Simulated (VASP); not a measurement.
Write the native input for VASP 6.6.1 that does the following.

```
Task                   : single point
Functional             : PBE
Potentials or basis    : VASP PAW PBE potentials, release 64 (Zn, Cd, S)
Cutoff                 : 520 eV
k mesh                 : 12 × 12 × 2
Occupations            : gaussian, width 0.02 eV
Spin                   : no spin polarisation
Dipole correction      : no
Further INCAR settings : ALGO = Normal; EDIFF = 1e-07; NBANDS = 66
```

The structure of ZnCd5S6 lies in POSCAR:

```
ZnCd5S6
1.0
    4.1298177208      0.0000000000      0.0000000000
   -2.0649088604      3.5765270592      0.0000000000
    0.0000000000      0.0000000000     20.3304015572
Zn Cd S
1 5 6
Direct
    0.6666666667      0.3333333333      0.3333768392
    0.3333333333      0.6666666667      0.8337605717
    0.6666666667      0.3333333333      0.6634216909
    0.3333333333      0.6666666667      0.1745745986
    0.0000000000      0.0000000000      0.4931244276
    0.0000000000      0.0000000000      0.0041636154
    0.3333333333      0.6666666667      0.9595454939
    0.6666666667      0.3333333333      0.4490804270
    0.6666666667      0.3333333333      0.7892011564
    0.3333333333      0.6666666667      0.3008368786
    0.0000000000      0.0000000000      0.6189560895
    0.0000000000      0.0000000000      0.1299601913
```

These files were run (other wordings do the same):

INCAR

```
  ALGO = Normal
  EDIFF = 1E-7
  ENCUT = 520
  GGA = PE
  ISIF = 2
  ISMEAR = 0
  LASPH = T
  LCHARG = F
  LREAL = F
  LWAVE = F
  NBANDS = 66
  NELM = 60
  PREC = Accurate
  SIGMA = 0.02
```

KPOINTS

```
k-points
0
Gamma
  12 12 2
```

Potentials or basis: VASP PAW PBE potentials, release 64 (Zn, Cd, S).

Run with:

```sh
$ cat potpaw_PBE.64/Zn/POTCAR potpaw_PBE.64/Cd/POTCAR potpaw_PBE.64/S/POTCAR > POTCAR
$ mpirun -np 1 vasp_std > vasp.out
```

Results of the run:

The pressure is 0.3 GPa and the largest force is 0.021 eV/Å. The band gap on the k mesh is 1.11 eV.

It took 19 min on 1 thread of Oxide Virtual Turin-like Processor (shared host), peak memory 0.77 GiB.
